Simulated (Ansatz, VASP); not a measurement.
## PtS2: VASP beside Ansatz

```
Pt S
1.0
     3.58331    0.00000    0.00000
    -1.79165    3.10324    0.00000
     0.00000    0.00000    4.66227
Pt S
1 2
Direct
  0.00000 0.00000 0.00000
  0.33333 0.66667 0.25875
  0.66667 0.33333 0.74125
```

Alike in both runs: functional PBE; dispersion D3(BJ); k mesh 12 × 12 × 8; occupations gaussian, width 0.02 eV; no spin polarisation.

Ansatz relaxed the structure, and its values are those at the end. VASP's run is a single point on that final structure, the one shown.

```csv
,VASP,Ansatz
version,VASP 6.6.1,Ansatz 0.2.0
potentials or method,"VASP PAW PBE potentials, release 64 (Pt, S), cutoff 520 eV","scalar-relativistic, plane waves, PAW"
valence electrons in the cell,22,30
```

Ansatz gave:

* gap on the k mesh at the Fermi level (eV): 0.06
* least direct gap on the mesh (eV): 0.69
* pressure (GPa): 0.0
* rms of the force components (eV/Å): 0.002

Q: What did VASP give for the same quantities?

A: gap on the k mesh at the Fermi level (eV): 0.07; least direct gap on the mesh (eV): 0.69; pressure (GPa): -0.5; rms of the force components (eV/Å): 0.020.

VASP's potentials hold 22 valence electrons a cell and Ansatz's 30, so a difference there can come from the potentials and not from the codes.

Spin-orbit coupling is off throughout.
